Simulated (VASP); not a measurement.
# BaTiO3 in VASP: a series of runs, part 2 of 2

VASP 6.6.1. The steps go on from the part before.

**4. Single point, PBE+U**

This run uses another cell than the first one, of 12.82 Å³/atom.

Input file INCAR:

```
SYSTEM = BaTiO3
PREC     = Accurate       ! precision mode
ENCUT    = 520            ! plane-wave cutoff, eV
EDIFF    = 1E-6           ! SCF threshold, eV
ISMEAR   = 0              ! smearing method
SIGMA    = 0.02           ! smearing width, eV
LREAL    = .FALSE.        ! projectors in reciprocal space
LASPH    = .TRUE.         ! aspherical terms in the spheres
NELM     = 150            ! most SCF steps
ALGO     = Normal         ! electronic algorithm
ISIF     = 2              ! what is computed and relaxed
LWAVE    = .FALSE.        ! write WAVECAR
LCHARG   = .TRUE.         ! write CHGCAR
LMAXMIX  = 4              ! l up to which the mixer works
LDAU     = .TRUE.         ! DFT+U
LDAUTYPE = 2            
LDAUL    = -1 2 -1        ! shell
LDAUU    = 0 4 0          ! U, eV
LDAUJ    = 0 0 0        
LDAUPRINT= 1            
GGA      = PE             ! functional
LELF     = .TRUE.         ! ELF
LVHAR    = .TRUE.       
NBANDS   = 28             ! bands
```

Input file KPOINTS:

```
regular mesh
0
G
  8 8 8
  0 0 0
```

Input file POSCAR:

```
BaTiO3
1.0
    3.9923507831      0.0000000000      0.0000000000
    0.0000000000      3.9923507831      0.0000000000
    0.0000000000      0.0000000000      4.0215958715
Ba Ti O
1 1 3
Direct
    0.5000000000      0.5000000000      0.5775614125
    0.0000000000      0.0000000000      0.0863787048
    0.0000000000      0.5000000000      0.0672452815
    0.5000000000      0.0000000000      0.0672452815
    0.0000000000      0.0000000000      0.5615663097
```

Potentials or basis: VASP PAW PBE potentials, release 64 (Ba_sv, Ti_sv, O).

Run with:

```
$ cat potpaw_PBE.64/Ba_sv/POTCAR potpaw_PBE.64/Ti_sv/POTCAR potpaw_PBE.64/O/POTCAR > POTCAR
$ mpirun -np 1 vasp_std > vasp.out
```

OUTCAR:

```text
SYSTEM = BaTiO3
   PREC = Accurate
   ENCUT = 520
   EDIFF = 1E-6
   ISMEAR = 0
   LREAL = .FALSE.
   LASPH = .TRUE.
   NELM = 150
   ISIF = 2
   GGA = PE

 ion  position               nearest neighbor table
   1  0.500  0.500  0.578-   3 2.80   4 2.80   4 2.80   3 2.80   5 2.82   5 2.82   5 2.82   5 2.82
                             3 2.86   4 2.86   3 2.86   4 2.86   2 3.45   2 3.45   2 3.45   2 3.45
   2  0.000  0.000  0.086-   5 1.91   4 2.00   3 2.00   3 2.00   4 2.00   5 2.11   1 3.45   1 3.45
                             1 3.45   1 3.45   1 3.49   1 3.49   1 3.49   1 3.49
   3  0.000  0.500  0.067-   2 2.00   2 2.00   1 2.80   1 2.80   1 2.86   1 2.86
   4  0.500  0.000  0.067-   2 2.00   2 2.00   1 2.80   1 2.80   1 2.86   1 2.86
   5  0.000  0.000  0.562-   2 1.91   2 2.11   1 2.82   1 2.82   1 2.82   1 2.82

  LATTYP: Found a simple tetragonal cell.
 ALAT       =     3.9923507831
 C/A-ratio  =     1.0073252803

  Lattice vectors:

 A1 = (   3.9923507831,   0.0000000000,   0.0000000000)
 A2 = (   0.0000000000,   3.9923507831,   0.0000000000)
 A3 = (   0.0000000000,   0.0000000000,   4.0215958715)

Analysis of symmetry for initial positions (statically):
=====================================================================
 Subroutine PRICEL returns:
 Original cell was already a primitive cell.

 Routine SETGRP: Setting up the symmetry group for a
 simple tetragonal supercell.

 Subroutine GETGRP returns: Found  8 space group operations
 (whereof  8 operations were pure point group operations)
 out of a pool of 16 trial point group operations.

The static configuration has the point symmetry C_4v.

Analysis of symmetry for dynamics (positions and initial velocities):
=====================================================================
 Subroutine PRICEL returns:
 Original cell was already a primitive cell.

 Routine SETGRP: Setting up the symmetry group for a
 simple tetragonal supercell.

 Subroutine GETGRP returns: Found  8 space group operations
 (whereof  8 operations were pure point group operations)
 out of a pool of 16 trial point group operations.

The dynamic configuration has the point symmetry C_4v.

 Subroutine INISYM returns: Found  8 space group operations
 (whereof  8 operations are pure point group operations),
 and found     1 'primitive' translations

----------------------------------------------------------------------------------------

                                     Primitive cell

  volume of cell :      64.0997

  direct lattice vectors                    reciprocal lattice vectors
     3.992350783  0.000000000  0.000000000     0.250478992  0.000000000  0.000000000
     0.000000000  3.992350783  0.000000000     0.000000000  0.250478992  0.000000000
     0.000000000  0.000000000  4.021595871     0.000000000  0.000000000  0.248657506

  length of vectors
[... 102 lines left out ...]
   EFERMI =   0.00;   METHOD = LEGACY
   ISMEAR =     0;   SIGMA  =   0.02  broadening in eV -4-tet -1-fermi 0-gaus
   EFERMI_NEDOS =   21; number of points for ismear=-14 and -15
   IALGO  =     38    algorithm
   IMIX   =      4    mixing-type and parameters
     AMIX     =   0.40;   BMIX     =  1.00
     AMIX_MAG =   1.60;   BMIX_MAG =  1.00
  volume/ion in A,a.u.               =      12.82        86.51
  Fermi-wavevector in a.u.,A,eV,Ry     =   1.398974  2.643677 26.628336  1.957127
  Thomas-Fermi vector in A             =   2.522079
   LORBIT       =      0    0 simple, 1 ext, 2 COOP (PROOUT), +10 PAW based schemes
 LDA+U is selected, type is set to LDAUTYPE =  2
   angular momentum for each species LDAUL =    -1    2   -1
   U (eV)           for each species LDAUU =   0.0  4.0  0.0
   J (eV)           for each species LDAUJ =   0.0  0.0  0.0
   GGA     = PE    functional components
   LHFCALC =     F    Hartree Fock is set to
   AEXX    =    0.0000 exact exchange contribution
   IVDW    =     0    specifies the selected vdW correction
   LEPSILON=     F    determine dielectric tensor
   LRPA    =     F    only Hartree local field effects (RPA)
 non-spin polarized calculation
 Gauss-broadening in eV      SIGMA  =   0.02
  energy-cutoff  :      520.00
  volume of cell :       64.10
 maximum number of plane-waves:      1763
 NGX is ok and might be reduce to    30
   NGX = 15   NGY = 15   NGZ = 15

atom =   2  type =  2  l = 2

 onsite density matrix

spin component  1

  0.1034 -0.0000 -0.0000  0.0000  0.0000
 -0.0000  0.1068  0.0000 -0.0000  0.0000
 -0.0000  0.0000  0.2413 -0.0000 -0.0000
  0.0000 -0.0000 -0.0000  0.1068  0.0000
  0.0000  0.0000 -0.0000  0.0000  0.2378

spin component  2

  0.1034 -0.0000 -0.0000  0.0000  0.0000
 -0.0000  0.1068  0.0000 -0.0000  0.0000
 -0.0000  0.0000  0.2413 -0.0000 -0.0000
  0.0000 -0.0000 -0.0000  0.1068  0.0000
  0.0000  0.0000 -0.0000  0.0000  0.2378

 occupancies and eigenvectors

  o =  0.1034  v =  1.0000  0.0000  0.0000  0.0000  0.0000  0.0000  0.0000  0.0000  0.0000  0.0000      0.0000  0.0000  0.0000  0.0000  0.0000  0.0000  0.0000  0.0000  0.0000  0.0000
  o =  0.1034  v =  0.0000  0.0000  0.0000  0.0000  0.0000  1.0000  0.0000  0.0000  0.0000  0.0000      0.0000  0.0000  0.0000  0.0000  0.0000  0.0000  0.0000  0.0000  0.0000  0.0000
  o =  0.1068  v =  0.0000 -0.9087  0.0000  0.4175  0.0000  0.0000  0.0000  0.0000  0.0000  0.0000      0.0000  0.0000  0.0000  0.0000  0.0000  0.0000  0.0000  0.0000  0.0000  0.0000
  o =  0.1068  v =  0.0000  0.0000  0.0000  0.0000  0.0000  0.0000 -0.9087  0.0000  0.4175  0.0000      0.0000  0.0000  0.0000  0.0000  0.0000  0.0000  0.0000  0.0000  0.0000  0.0000
  o =  0.1068  v =  0.0000  0.4175  0.0000  0.9087 -0.0000  0.0000  0.0000  0.0000  0.0000  0.0000      0.0000  0.0000  0.0000  0.0000  0.0000  0.0000  0.0000  0.0000  0.0000  0.0000
  o =  0.1068  v =  0.0000  0.0000  0.0000  0.0000  0.0000  0.0000  0.4175  0.0000  0.9087 -0.0000      0.0000  0.0000  0.0000  0.0000  0.0000  0.0000  0.0000  0.0000  0.0000  0.0000
  o =  0.2378  v =  0.0000  0.0000  0.0000  0.0000  0.0000  0.0000 -0.0000  0.0000 -0.0000 -1.0000      0.0000  0.0000  0.0000  0.0000  0.0000  0.0000  0.0000  0.0000  0.0000  0.0000
  o =  0.2378  v =  0.0000 -0.0000  0.0000 -0.0000 -1.0000  0.0000  0.0000  0.0000  0.0000  0.0000      0.0000  0.0000  0.0000  0.0000  0.0000  0.0000  0.0000  0.0000  0.0000  0.0000
  o =  0.2413  v =  0.0000  0.0000  1.0000 -0.0000  0.0000  0.0000  0.0000  0.0000  0.0000  0.0000      0.0000  0.0000  0.0000  0.0000  0.0000  0.0000  0.0000  0.0000  0.0000  0.0000
  o =  0.2413  v =  0.0000  0.0000  0.0000  0.0000  0.0000  0.0000  0.0000  1.0000 -0.0000  0.0000      0.0000  0.0000  0.0000  0.0000  0.0000  0.0000  0.0000  0.0000  0.0000  0.0000

 number of electron      39.9999979 magnetization

 Free energy of the ion-electron system (eV)
  ---------------------------------------------------
  ext. energy  EPLUGINS =         0.00000000
  ---------------------------------------------------
  free energy    TOTEN  =       -37.27592897 eV

  energy without entropy =      -37.27592897  energy(sigma->0) =      -37.27592897

 E-fermi :   4.1564     XC(G=0): -11.2657

 val. band max:        4.0064787444   @ k =   0.5000   0.5000   0.5000
 cond. band min:       6.2487173641   @ k =   0.0000   0.0000   0.0000
 fundamental gap:      2.2422386197
 Fermi energy:         4.1564207889

 k-point     1 :       0.0000    0.0000    0.0000
  band No.  band energies     occupation
      1     -53.6935      2.00000
      2     -29.8758      2.00000
      3     -29.8564      2.00000
      4     -29.8564      2.00000
      5     -20.8521      2.00000
      6     -12.9791      2.00000
[... 733 lines left out ...]
     27      11.8839      0.00000
     28      12.7383      0.00000

 [... further k-points ...]
[... 5 lines left out ...]
  --------------------------------------------------------------------------------------
  -------------------------------------------------------------------------------------
  Total        3.1059288      3.1059288      3.1152258      0.0000000      0.0000000      0.0000000
  in kB       77.6329810     77.6329810     77.8653614      0.0000000      0.0000000      0.0000000
  external PRESSURE =      77.7104411 kB  Pullay stress =       0.0000000 kB

 VOLUME and BASIS-vectors are now :
 -----------------------------------------------------------------------------
  energy-cutoff  :      520.00
  volume of cell :       64.10
      direct lattice vectors                 reciprocal lattice vectors
     3.992350783  0.000000000  0.000000000     0.250478992  0.000000000  0.000000000
     0.000000000  3.992350783  0.000000000     0.000000000  0.250478992  0.000000000
     0.000000000  0.000000000  4.021595871     0.000000000  0.000000000  0.248657506

 POSITION                                       TOTAL-FORCE (eV/Angst)
 -----------------------------------------------------------------------------------
      1.99618      1.99618      2.32272         0.000000      0.000000     -0.022421
      0.00000      0.00000      0.34738         0.000000     -0.000000     -0.313862
      0.00000      1.99618      0.27043         0.000000     -0.000000      0.008998
      1.99618      0.00000      0.27043         0.000000     -0.000000      0.008998
      0.00000      0.00000      2.25839         0.000000     -0.000000      0.318286
 -----------------------------------------------------------------------------------
    total drift:                                0.000000     -0.000000     -0.000401

  FREE ENERGIE OF THE ION-ELECTRON SYSTEM (eV)
  ---------------------------------------------------
  free  energy   TOTEN  =       -37.2759289735 eV

  energy  without entropy=      -37.2759289735  energy(sigma->0) =      -37.27592897
```

It took 3.2 min on 1 thread of Intel Xeon 8259CL, shared host; peak memory 0.27 GiB.

What came out:

- Free energy: -37.2759 eV
- Pressure: 7.8 GPa
- Largest force: 0.318 eV/Å
- Band gap on the k mesh: 2.24 eV (least direct gap 2.52 eV)

Forces in eV/Å, atoms in the order of the input:
```
Ba   0.000  0.000 -0.022
Ti   0.000  0.000 -0.314
O    0.000  0.000  0.009
O    0.000  0.000  0.009
O    0.000  0.000  0.318
```

Eigenvalues of the final occupation matrices:
```
    site  spin  trace               eigenvalues
site 2 d     1   0.80  0.10 0.11 0.11 0.24 0.24
site 2 d     2   0.80  0.10 0.11 0.11 0.24 0.24
```

Caveat: the cell stands under pressure; spin-orbit coupling is left out, which moves the levels of the heavy elements.
